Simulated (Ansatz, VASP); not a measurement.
**C: VASP beside Ansatz**

```
C
1.0
     1.78574   -1.78574    0.00000
     1.78574    0.00000   -1.78574
     7.57596    7.57596    7.57596
C
12
Direct
  0.66667 0.66667 0.25538
  0.00000 0.00000 0.09824
  0.33333 0.33333 0.41253
  0.66667 0.66667 0.72681
  0.00000 0.00000 0.56967
  0.33333 0.33333 0.88395
  0.66667 0.66667 0.37324
  0.00000 0.00000 0.21610
  0.33333 0.33333 0.53038
  0.66667 0.66667 0.84466
  0.00000 0.00000 0.68752
  0.33333 0.33333 0.05896
```

Alike in both runs: task single point; functional PBE; k mesh 10 × 10 × 2; occupations gaussian, width 0.05 eV; no spin polarisation.

```csv
,VASP,Ansatz
version,VASP 6.6.1,Ansatz 0.2.0
potentials or method,"VASP PAW PBE potentials, release 64 (C), cutoff 520 eV","scalar-relativistic, plane waves, PAW"
valence electrons in the cell,48,48
```

|  | VASP | Ansatz | Ansatz less VASP |
| --- | --- | --- | --- |
| gap on the k mesh at the Fermi level (eV) | 1.98 | 1.98 | 0.000 |
| least direct gap on the mesh (eV) | 2.60 | 2.60 | +0.002 |
| pressure (GPa) | -7.0 | -7.6 | -0.61 |
| traceless stress, the component that is largest in VASP (GPa) | -6.00 | -5.96 | +0.032 |
| rms of the force components (eV/Å) | 0.694 | 0.692 | -0.0020 |

Atom by atom the forces differ by 0.007 eV/Å (rms over components).
